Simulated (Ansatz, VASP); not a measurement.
Two plane-wave programs on TiSi6

```
Ti Si
1.0
     6.76722    0.00000    0.00000
    -3.38361    5.86058    0.00000
     0.00000    0.00000    3.55125
Ti Si
1 6
Direct
  0.00000 0.00000 0.00000
  0.00000 0.32911 0.50000
  0.67089 0.67089 0.50000
  0.32911 0.00000 0.50000
  0.00000 0.67089 0.50000
  0.32911 0.32911 0.50000
  0.67089 0.00000 0.50000
```

Change from the starting cell: species swapped into the LiC6 type (P6/mmm, No. 191).

Alike in both runs: task relaxation of cell and atoms; functional PBE; k mesh 3 × 3 × 6; occupations gaussian, width 0.1 eV; no spin polarisation.

|  | VASP | Ansatz |
| --- | --- | --- |
| version | VASP 6.6.1 | Ansatz 0.2.0 |
| potentials or method | VASP PAW PBE potentials, release 64 (Ti_sv, Si), cutoff 600 eV | scalar-relativistic, plane waves, PAW |
| valence electrons in the cell | 36 | 36 |

Ansatz gave:

- gap on the k mesh at the Fermi level, each at its own relaxed structure (eV): none
- relaxed volume (Å³/atom): 17.39
- relaxed length of the cell vector where the two differ most in proportion (Å): 2.657

Q: Which values does VASP return?

A: gap on the k mesh at the Fermi level, each at its own relaxed structure (eV): none; relaxed volume (Å³/atom): 17.39; relaxed length of the cell vector where the two differ most in proportion (Å): 2.659.

A gap of «none» marks a metal or a gap that the smearing closes.
